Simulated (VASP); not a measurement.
Here is a VASP 6.6.1 calculation.

File POSCAR:

```
BiTe
1.0
    2.4558996751      1.4179143385      3.2282303593
   -2.4558996751      1.4179143385      3.2282303593
    0.0000000000     -2.8358286770      3.2282303593
Bi Te
1 1
Direct
    0.5000000000      0.5000000000      0.5000000000
    0.0000000000      0.0000000000      0.0000000000
```

INCAR.step1

```
PREC     = Accurate       # precision mode
ENCUT    = 520            # plane-wave cutoff, eV
ISMEAR   = -1             # smearing method
SIGMA    = 0.1            # smearing width, eV
LREAL    = False          # projectors in reciprocal space
LASPH    = True           # aspherical terms in the spheres
NELM     = 60             # most SCF steps
NBANDS   = 18             # bands
GGA      = PE             # functional
ALGO     = Normal         # electronic algorithm
EDIFF    = 1E-4           # SCF threshold, eV
LWAVE    = True           # write WAVECAR
LCHARG   = False          # write CHGCAR
```

INCAR.step2

```
PREC     = Accurate       # precision mode
ENCUT    = 520            # plane-wave cutoff, eV
EDIFF    = 1E-6           # SCF threshold, eV
ISMEAR   = -1             # smearing method
SIGMA    = 0.1            # smearing width, eV
LREAL    = False          # projectors in reciprocal space
LASPH    = True           # aspherical terms in the spheres
NELM     = 60             # most SCF steps
ALGO     = Normal         # electronic algorithm
ISIF     = 2              # what is computed and relaxed
LWAVE    = False          # write WAVECAR
LCHARG   = True           # write CHGCAR
METAGGA  = R2SCAN         # meta-GGA
LMIXTAU  = True         
LELF     = True           # ELF
LVHAR    = True         
NBANDS   = 18             # bands
ISTART   = 1
```

Contents of KPOINTS:

```
Automatic mesh
0
Gamma
  12 12 12
```

Potentials or basis: VASP PAW PBE potentials, release 64 (Bi_d, Te).

Run with:

```bash
$ cat potpaw_PBE.64/Bi_d/POTCAR potpaw_PBE.64/Te/POTCAR > POTCAR
$ cp INCAR.step1 INCAR
$ mpirun -np 1 vasp_std > vasp.out
$ cp INCAR.step2 INCAR
$ mpirun -np 1 vasp_std > vasp.out
```

(1) What does it give for the band gap on the k mesh?

(2) Predict the pressure.

Results:

(1) zero (an odd number of electrons rules out a gap without spin polarisation).

(2) -1.2 GPa.

Caveat: the PAW data sets were made with another functional, which shifts forces and pressure a little; spin-orbit coupling is left out, which moves the levels of the heavy elements; an odd number of electrons without spin polarisation forces a metal; a magnetic or distorted state may lie lower.
